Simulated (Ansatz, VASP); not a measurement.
# Two plane-wave programs on CsSrF3

File INCAR:

```
PREC     = Accurate       # precision mode
ENCUT    = 520            # plane-wave cutoff, eV
EDIFF    = 1E-7           # SCF threshold, eV
ISMEAR   = 0              # smearing method
SIGMA    = 0.05           # smearing width, eV
LREAL    = F              # projectors in reciprocal space
LASPH    = T              # aspherical terms in the spheres
NELM     = 60             # most SCF steps
ALGO     = Normal         # electronic algorithm
ISIF     = 2              # what is computed and relaxed
LWAVE    = F              # write WAVECAR
LCHARG   = F              # write CHGCAR
GGA      = CA             # functional
NBANDS   = 28             # bands
```

KPOINTS

```
regular mesh
0
Gamma
  6 6 6
```

The input POSCAR:

```
CsSrF3
1.0
    4.6203495997      0.0000000000      0.0000000000
    0.0000000000      4.6203495997      0.0000000000
    0.0000000000      0.0000000000      4.6917983048
Cs Sr F
1 1 3
Direct
    0.0000000000      0.0000000000      0.0000000000
    0.5000000000      0.5000000000      0.5000000000
    0.0000000000      0.5000000000      0.5000000000
    0.5000000000      0.0000000000      0.5000000000
    0.5000000000      0.5000000000      0.0000000000
```

Input for Ansatz:

```yaml
crystal:
  lattice:
    - [4.6203495997, 0.0, 0.0]
    - [0.0, 4.6203495997, 0.0]
    - [0.0, 0.0, 4.6917983048]
  atoms:
    - { symbol: Cs, position: [0.0, 0.0, 0.0] }
    - { symbol: Sr, position: [0.5, 0.5, 0.5] }
    - { symbol: F, position: [0.0, 0.5, 0.5] }
    - { symbol: F, position: [0.5, 0.0, 0.5] }
    - { symbol: F, position: [0.5, 0.5, 0.0] }
basis:
  ecutwfc: 420
kpoints:
  mp_grid: { grid: [6, 6, 6] }
hamiltonian:
  xc: lda
scf:
  occupations: { method: gaussian, width: 0.05 }
output:
  forces: true
  stress: true
  eigenvalues: true
```

Change from the starting cell: strain -0.030 along x and y, -0.015 along z, atoms carried along.

Alike in both runs: task single point; functional LDA; k mesh 6 × 6 × 6; occupations gaussian, width 0.05 eV; no spin polarisation.

```csv
,VASP,Ansatz
version,VASP 6.6.1,Ansatz 0.2.0
potentials or method,"VASP PAW LDA potentials, release 64 (Cs_sv, Sr_sv, F), cutoff 520 eV","scalar-relativistic, plane waves, PAW"
valence electrons in the cell,40,40
```

Ansatz gave:

* gap on the k mesh at the Fermi level (eV): 6.30
* least direct gap on the mesh (eV): 6.30
* pressure (GPa): 0.2
* traceless stress, the component that is largest in VASP (GPa): -0.99

Q: Which values does VASP return?

A: gap on the k mesh at the Fermi level (eV): 6.28; least direct gap on the mesh (eV): 6.28; pressure (GPa): 0.6; traceless stress, the component that is largest in VASP (GPa): -1.05.

LDA's correlation is that of Perdew and Zunger in VASP and of Perdew and Wang (1992) in Ansatz.

Neither program's run includes spin-orbit coupling.
